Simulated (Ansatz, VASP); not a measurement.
## Two plane-wave programs on NaH3

File INCAR:

```
SYSTEM = NaH3
PREC = Accurate
ENCUT = 600
EDIFF = 1E-6
ISMEAR = 0
SIGMA = 0.1
LREAL = .False.
LASPH = .True.
NELM = 60
ALGO = Normal
ISIF = 3
LWAVE = .False.
LCHARG = .False.
GGA = PE
IBRION = 2
NSW = 100
EDIFFG = -0.01
```

The input KPOINTS:

```
Automatic mesh
0
Gamma
  12 12 10
  0 0 0
```

The input POSCAR:

```
NaH3
1.0
    4.8430635808      0.0000000000      0.0000000000
   -2.4215317904      4.1942160931      0.0000000000
    0.0000000000      0.0000000000      3.8873057710
Na H
2 6
Direct
    0.3333333333      0.6666666667      0.2500000000
    0.6666666667      0.3333333333      0.7500000000
    0.8330000000      0.6660000000      0.2500000000
    0.1670000000      0.8330000000      0.7500000000
    0.3340000000      0.1670000000      0.2500000000
    0.1670000000      0.3340000000      0.7500000000
    0.8330000000      0.1670000000      0.2500000000
    0.6660000000      0.8330000000      0.7500000000
```

Input for Ansatz:

```yaml
crystal:
  lattice:
    - [4.8430635808, 0.0, 0.0]
    - [-2.4215317904, 4.1942160931, 0.0]
    - [0.0, 0.0, 3.887305771]
  atoms:
    - { symbol: Na, position: [0.3333333333, 0.6666666667, 0.25] }
    - { symbol: Na, position: [0.6666666667, 0.3333333333, 0.75] }
    - { symbol: H, position: [0.833, 0.666, 0.25] }
    - { symbol: H, position: [0.167, 0.833, 0.75] }
    - { symbol: H, position: [0.334, 0.167, 0.25] }
    - { symbol: H, position: [0.167, 0.334, 0.75] }
    - { symbol: H, position: [0.833, 0.167, 0.25] }
    - { symbol: H, position: [0.666, 0.833, 0.75] }
basis:
  ecutwfc: 420
kpoints:
  mp_grid: { grid: [12, 12, 10] }
hamiltonian:
  xc: pbe
scf:
  occupations: { method: gaussian, width: 0.1 }
output:
  forces: true
  stress: true
  eigenvalues: true
  write_density: true
  write_potential: true
  elf: true
  volumetric_format: npy
relax:
  adjacent_minimum: "off"
  f_tol: 0.01
  max_steps: 80
  cell: { stress_tol: 0.05 }
```

Alike in both runs: task relaxation of cell and atoms; functional PBE; k mesh 12 × 12 × 10; occupations gaussian, width 0.1 eV; no spin polarisation.

|  | VASP | Ansatz |
| --- | --- | --- |
| version | VASP 6.6.1 | Ansatz 0.2.0 |
| potentials or method | VASP PAW PBE potentials, release 64 (Na_pv, H), cutoff 600 eV | scalar-relativistic, plane waves, PAW |
| valence electrons in the cell | 20 | 24 |

```csv
,VASP,Ansatz,Ansatz less VASP
"gap on the k mesh at the Fermi level, each at its own relaxed structure (eV)",none,none,-
relaxed volume (Å³/atom),9.25,9.27,+0.019
relaxed cell length with the largest relative difference (Å),4.865,4.872,+0.0072
```

A gap of «none» marks a metal or a gap that the smearing closes. VASP's potentials hold 20 valence electrons a cell and Ansatz's 24, so a difference there can come from the potentials and not from the codes.
